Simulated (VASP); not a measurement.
# Au (Cmcm) in VASP: single point with r2SCAN

Aim: the single point of Au with r2SCAN.

All numbers are computed with VASP 6.6.1; they aren't measurements. Logs are shortened: lines on timing, memory, paths and dates and some standing lists are left out, and cuts for length are marked.

**1. The cell of the first run**

The structure is orthorhombic, space group Cmcm (No. 63). The conventional cell has a = 2.840 Å, b = 5.101 Å, c = 4.857 Å, α = 90.00°, β = 90.00°, γ = 90.00°. Within 3.7 Å of Au (site symmetry m2m) lie 12 Au at 2.84 to 2.95 Å.

**2. Single point, r2SCAN**

File POSCAR:

```
Au
1.0
    1.4199310067     -2.5507036531      0.0000000000
    1.4199310067      2.5507036531      0.0000000000
    0.0000000000      0.0000000000      4.8568390303
Au
2
Direct
    0.6641465040      0.3358534960      0.2500000000
    0.3358534960      0.6641465040      0.7500000000
```

File INCAR.step1:

```
SYSTEM = Au
  ALGO = Normal
  EDIFF = 1E-4
  ENCUT = 520
  GGA = PE
  ISMEAR = 0
  LASPH = .True.
  LCHARG = .False.
  LREAL = .False.
  LWAVE = .True.
  NBANDS = 18
  NELM = 100
  PREC = Accurate
  SIGMA = 0.15
```

File INCAR.step2:

```
SYSTEM = Au
  ALGO = Normal
  EDIFF = 1E-7
  ENCUT = 520
  ISIF = 2
  ISMEAR = 0
  ISTART = 1
  LASPH = .True.
  LCHARG = .False.
  LMIXTAU = .True.
  LREAL = .False.
  LWAVE = .False.
  METAGGA = R2SCAN
  NBANDS = 18
  NELM = 100
  PREC = Accurate
  SIGMA = 0.15
```

File KPOINTS:

```
k-points
0
Gamma
  24 24 12
  0 0 0
```

Potentials or basis: VASP PAW PBE potentials, release 64 (Au).

On the command line:

```
$ cat potpaw_PBE.64/Au/POTCAR > POTCAR
$ cp INCAR.step1 INCAR
$ mpirun -np 1 vasp_std > vasp.out
$ cp INCAR.step2 INCAR
$ mpirun -np 1 vasp_std > vasp.out
```

OUTCAR:

```text
SYSTEM = Au
   EDIFF = 1E-7
   ENCUT = 520
   ISIF = 2
   ISMEAR = 0
   ISTART = 1
   LASPH = .True.
   LREAL = .False.
   METAGGA = R2SCAN
   NELM = 100
   PREC = Accurate

 ion  position               nearest neighbor table
   1  0.664  0.336  0.250-   2 2.95   2 2.95   2 2.95   2 2.95   2 2.95   2 2.95
   2  0.336  0.664  0.750-   1 2.95   1 2.95   1 2.95   1 2.95   1 2.95   1 2.95

  LATTYP: Found a base centered orthorhombic cell.
 ALAT       =     2.8398620134
 B/A-ratio  =     1.7963574576
 C/A-ratio  =     1.7102376832

  Lattice vectors:

 A1 = (   1.4199310067,  -2.5507036531,   0.0000000000)
 A2 = (   1.4199310067,   2.5507036531,   0.0000000000)
 A3 = (   0.0000000000,   0.0000000000,   4.8568390303)

Analysis of symmetry for initial positions (statically):
=====================================================================
 Subroutine PRICEL returns:
 Original cell was already a primitive cell.

 Routine SETGRP: Setting up the symmetry group for a
 base centered orthorhombic supercell.

 Subroutine GETGRP returns: Found  8 space group operations
 (whereof  4 operations were pure point group operations)
 out of a pool of  8 trial point group operations.

The static configuration has the point symmetry C_2h.
 The point group associated with its full space group is D_2h.

Analysis of symmetry for dynamics (positions and initial velocities):
=====================================================================
 Subroutine PRICEL returns:
 Original cell was already a primitive cell.

 Routine SETGRP: Setting up the symmetry group for a
 base centered orthorhombic supercell.

 Subroutine GETGRP returns: Found  8 space group operations
 (whereof  4 operations were pure point group operations)
 out of a pool of  8 trial point group operations.

The dynamic configuration has the point symmetry C_2h.
 The point group associated with its full space group is D_2h.

 Subroutine INISYM returns: Found  8 space group operations
 (whereof  4 operations are pure point group operations),
 and found     1 'primitive' translations

----------------------------------------------------------------------------------------

                                     Primitive cell

  volume of cell :      35.1812

  direct lattice vectors                    reciprocal lattice vectors
     1.419931007 -2.550703653  0.000000000     0.352129785 -0.196024340  0.000000000
     1.419931007  2.550703653  0.000000000     0.352129785  0.196024340  0.000000000
     0.000000000  0.000000000  4.856839030     0.000000000  0.000000000  0.205895232

  length of vectors
     2.919296694  2.919296694  4.856839030     0.403014798  0.403014798  0.205895232

  position of ions in fractional coordinates (direct lattice)
     0.664146504  0.335853496  0.250000000
     0.335853496  0.664146504  0.750000000

  ion indices of the primitive-cell ions
   primitive index   ion index
                 1           1
                 2           2

----------------------------------------------------------------------------------------

 KPOINTS: k-points

Automatic generation of k-mesh.
 Grid dimensions read from file:
 generate k-points for:   24   24   12

 Generating k-lattice:

  Cartesian coordinates                     Fractional coordinates (reciprocal lattice)
     0.014672074 -0.008167681  0.000000000     0.041666667  0.000000000  0.000000000
     0.014672074  0.008167681  0.000000000     0.000000000  0.041666667  0.000000000
     0.000000000  0.000000000  0.017157936     0.000000000  0.000000000  0.083333333

  Length of vectors
     0.016792283  0.016792283  0.017157936

  Shift w.r.t. Gamma in fractional coordinates (k-lattice)
     0.000000000  0.000000000  0.000000000

 Subroutine IBZKPT returns following result:
 ===========================================

 Found   1099 irreducible k-points:

 Following reciprocal coordinates:
            Coordinates               Weight
  0.000000  0.000000  0.000000      1.000000
  0.041667  0.000000  0.000000      4.000000
  0.083333  0.000000  0.000000      4.000000
  0.125000  0.000000  0.000000      4.000000
  0.166667  0.000000  0.000000      4.000000
  0.208333  0.000000  0.000000      4.000000
[... 16 lines left out ...]
  0.416667  0.041667  0.000000      4.000000
  0.458333  0.041667  0.000000      4.000000
 [... further k-points ...]
   k-points           NKPTS =   1099   k-points in BZ     NKDIM =   1099   number of bands    NBANDS=     18
   number of dos      NEDOS =    301   number of ions     NIONS =      2
   total plane-waves  NPLWV =  20736
   dimension x,y,z NGX =    24 NGY =   24 NGZ =   36
   dimension x,y,z NGXF=    48 NGYF=   48 NGZF=   72
   ions per type =               2
   NGX,Y,Z   is equivalent  to a cutoff of  13.67, 13.67, 12.32 a.u.
   NGXF,Y,Z  is equivalent  to a cutoff of  27.33, 27.33, 24.65 a.u.
 SYSTEM =  Au
   PREC   = accura    normal or accurate (medium, high low for compatibility)
   ISTART =      1    job   : 0-new  1-cont  2-samecut
   ICHARG =      0    charge: 1-file 2-atom 10-const
   ISPIN  =      1    spin polarized calculation?
   LNONCOLLINEAR =      F non collinear calculations
   LSORBIT =      F    spin-orbit coupling
   LASPH  =      T    aspherical Exc in radial PAW
   ENCUT  =  520.0 eV  38.22 Ry    6.18 a.u.   5.43  5.43  9.03*2*pi/ulx,y,z
   NELM   =    100;   NELMIN=  2; NELMDL=  0     # of ELM steps
   EDIFF  = 0.1E-06   stopping-criterion for ELM
   LREAL  =      F    real-space projection
   EDIFFG = 0.1E-05   stopping-criterion for IOM
   NSW    =      0    number of steps for IOM
   IBRION =     -1    ionic relax: 0-MD 1-quasi-New 2-CG
   NFREE  =      0    steps in history (QN), initial steepest desc. (CG)
   ISIF   =      2    stress and relaxation
   ISYM   =      2    0-nonsym 1-usesym 2-fastsym
   POTIM  = 0.5000    time-step for ionic-motion
   TEBEG  =    0.0;   TEEND  =   0.0 temperature during run
   PSTRESS=    0.0 pullay stress
   NELECT =      22.0000    total number of electrons
   NUPDOWN=      -1.0000    fix difference up-down
   EMIN   =  10.00;   EMAX   =-10.00  energy-range for DOS
   EFERMI =   0.00;   METHOD = LEGACY
   ISMEAR =     0;   SIGMA  =   0.15  broadening in eV -4-tet -1-fermi 0-gaus
   EFERMI_NEDOS =   21; number of points for ismear=-14 and -15
   IALGO  =     38    algorithm
   IMIX   =      4    mixing-type and parameters
     AMIX     =   0.40;   BMIX     =  1.00
     AMIX_MAG =   1.60;   BMIX_MAG =  1.00
  volume/ion in A,a.u.               =      17.59       118.71
  Fermi-wavevector in a.u.,A,eV,Ry     =   1.399949  2.645519 26.665459  1.959856
  Thomas-Fermi vector in A             =   2.522957
   LORBIT       =      0    0 simple, 1 ext, 2 COOP (PROOUT), +10 PAW based schemes
   METAGGA = R2SCAN    functional components
   LHFCALC =     F    Hartree Fock is set to
   AEXX    =    0.0000 exact exchange contribution
   IVDW    =     0    specifies the selected vdW correction
   LEPSILON=     F    determine dielectric tensor
   LRPA    =     F    only Hartree local field effects (RPA)
 non-spin polarized calculation
 Gauss-broadening in eV      SIGMA  =   0.15
  energy-cutoff  :      520.00
  volume of cell :       35.18
 maximum number of plane-waves:       967
 NGX is ok and might be reduce to    24
   NGX = 11   NGY = 11   NGZ = 19

 number of electron      22.0000000 magnetization

 Free energy of the ion-electron system (eV)
  ---------------------------------------------------
  ext. energy  EPLUGINS =         0.00000000
  ---------------------------------------------------
  free energy    TOTEN  =      -101.17680725 eV

  energy without entropy =     -101.16981555  energy(sigma->0) =     -101.17331140

 E-fermi :   8.8220     XC(G=0): -13.4004

 val. band max:        8.8207918407   @ k =  -0.4583   0.1667   0.5000
 cond. band min:       8.8234208719   @ k =  -0.1250   0.0417   0.0833
 fundamental gap:      0.0026290312
 Fermi energy:         8.8219512094

 k-point     1 :       0.0000    0.0000    0.0000
  band No.  band energies     occupation
      1      -0.9397      2.00000
      2       1.4134      2.00000
      3       3.8323      2.00000
      4       3.8877      2.00000
      5       4.2454      2.00000
      6       4.3757      2.00000
[... 10 lines left out ...]
     17      27.4100      0.00000
     18      28.3009      0.00000

 k-point     2 :       0.0417    0.0000    0.0000
  band No.  band energies     occupation
      1      -0.8823      2.00000
      2       1.4614      2.00000
      3       3.8141      2.00000
      4       3.9394      2.00000
      5       4.2618      2.00000
      6       4.3813      2.00000
[... 10 lines left out ...]
     17      27.1234      0.00000
     18      27.8762      0.00000

 k-point     3 :       0.0833    0.0000    0.0000
  band No.  band energies     occupation
      1      -0.7121      2.00000
      2       1.6006      2.00000
      3       3.7797      2.00000
      4       4.0586      2.00000
      5       4.2974      2.00000
      6       4.4062      2.00000
[... 10 lines left out ...]
     17      26.6052      0.00000
     18      27.4313      0.00000

 k-point     4 :       0.1250    0.0000    0.0000
  band No.  band energies     occupation
      1      -0.4358      2.00000
      2       1.8148      2.00000
      3       3.7162      2.00000
      4       4.2221      2.00000
      5       4.3030      2.00000
      6       4.4803      2.00000
[... 375 lines left out ...]
      4       4.0815      2.00000
      5       4.3967      2.00000
      6       4.4981      2.00000
[... 10 lines left out ...]
     17      22.1574      0.00000
     18      24.6141      0.00000

 k-point    23 :       0.4167    0.0417    0.0000
  band No.  band energies     occupation
      1       1.9893      2.00000
      2       2.0583      2.00000
      3       2.5074      2.00000
      4       4.0384      2.00000
      5       4.4283      2.00000
      6       4.5759      2.00000
[... 10 lines left out ...]
     17      21.5233      0.00000
     18      24.3116      0.00000

 k-point    24 :       0.4583    0.0417    0.0000
  band No.  band energies     occupation
      1       1.9815      2.00000
      2       2.0408      2.00000
      3       2.4474      2.00000
      4       4.0242      2.00000
      5       4.3855      2.00000
      6       4.6714      2.00000
[... 10 lines left out ...]
     17      21.1403      0.00000
     18      24.1581      0.00000

 [... further k-points ...]

------------------------ aborting loop because EDIFF is reached ----------------------------------------

  FORCE on cell =-STRESS in cart. coord.  units (eV):
  Direction    XX          YY          ZZ          XY          YZ          ZX
  --------------------------------------------------------------------------------------
  -------------------------------------------------------------------------------------
  Total        0.2125017     -0.0778044      0.0183753      0.0000000      0.0000000      0.0000000
  in kB        9.6774749     -3.5432656      0.8368246      0.0000000      0.0000000      0.0000000
  external PRESSURE =       2.3236780 kB  Pullay stress =       0.0000000 kB

 VOLUME and BASIS-vectors are now :
 -----------------------------------------------------------------------------
  energy-cutoff  :      520.00
  volume of cell :       35.18
      direct lattice vectors                 reciprocal lattice vectors
     1.419931007 -2.550703653  0.000000000     0.352129785 -0.196024340  0.000000000
     1.419931007  2.550703653  0.000000000     0.352129785  0.196024340  0.000000000
     0.000000000  0.000000000  4.856839030     0.000000000  0.000000000  0.205895232

 POSITION                                       TOTAL-FORCE (eV/Angst)
 -----------------------------------------------------------------------------------
      1.41993     -0.83738      1.21421         0.000000      0.007298      0.000000
      1.41993      0.83738      3.64263         0.000000     -0.007298     -0.000000
 -----------------------------------------------------------------------------------
    total drift:                                0.000000      0.000000      0.000000

  FREE ENERGIE OF THE ION-ELECTRON SYSTEM (eV)
  ---------------------------------------------------
  free  energy   TOTEN  =      -101.1768072543 eV

  energy  without entropy=     -101.1698155526  energy(sigma->0) =     -101.17331140
```

It took 47 min on 1 thread of Oxide Virtual Turin-like, shared host; peak memory 0.6 GiB.

What came out:

```
Free energy            : -101.1768 eV
Pressure               : 0.2 GPa
Largest force          : 0.007 eV/Å
Band gap on the k mesh : zero (bands 11 and 12 overlap by 7.01 eV)
```

Forces on the atoms (eV/Å):
```
Au   0.000  0.007  0.000
Au   0.000 -0.007  0.000
```

Stress tensor (GPa, compression positive):
```
 0.97  0.00  0.00
 0.00 -0.35  0.00
 0.00  0.00  0.08
```

Levels at points of the mesh, in eV from the Fermi level:
```tsv
k point	band 7	band 8	band 9	band 10	band 11	band 12	band 13	band 14	band 15	band 16
(0.00, 0.00, 0.00)	-4.18	-3.81	-3.63	-2.39	-2.38	-0.85	2.58	15.34	16.49	17.57
(0.50, 0.00, 0.00)	-3.65	-2.19	-2.05	-1.88	0.48	1.71	6.06	7.58	7.61	10.44
(0.50, 0.50, 0.00)	-3.82	-2.13	-2.12	-1.94	0.27	1.27	5.78	7.15	7.41	11.45
(0.00, 0.00, 0.50)	-4.52	-4.52	-2.91	-2.91	-2.77	-2.77	10.90	10.90	15.64	15.64
(0.50, 0.00, 0.50)	-2.58	-2.58	-1.93	-1.93	0.77	0.77	4.11	4.11	13.71	13.71
(0.50, 0.50, 0.50)	-2.52	-2.52	-2.01	-2.01	0.41	0.41	3.66	3.66	13.44	13.44
```

Caveat: the PAW data sets were made with another functional, which shifts forces and pressure a little; spin-orbit coupling is left out, which moves the levels of the heavy elements.
